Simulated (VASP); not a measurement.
Here is a VASP 6.6.1 calculation.

INCAR

```
PREC = Accurate ; ENCUT = 520
EDIFF = 1E-6 ; ISMEAR = -1
SIGMA = 0.1 ; LREAL = F
LASPH = T ; NELM = 80
ALGO = Normal ; ISIF = 2
LWAVE = F ; LCHARG = F
GGA = CA ; NBANDS = 8
```

The input KPOINTS:

```
regular mesh
0
Gamma
  16 16 16
```

The input POSCAR:

```
Al
1.0
   -1.5951996259      1.5951996259      1.5951996259
    1.5951996259     -1.5951996259      1.5951996259
    1.5951996259      1.5951996259     -1.5951996259
Al
1
Direct
    0.0000000000      0.0000000000      0.0000000000
```

Potentials or basis: VASP PAW LDA potentials, release 64 (Al).

Launch:

```sh
$ cat potpaw_LDA.64/Al/POTCAR > POTCAR
$ mpirun -np 1 vasp_std > vasp.out
```

Question: Estimate the pressure.

Answer: 0.0 GPa.
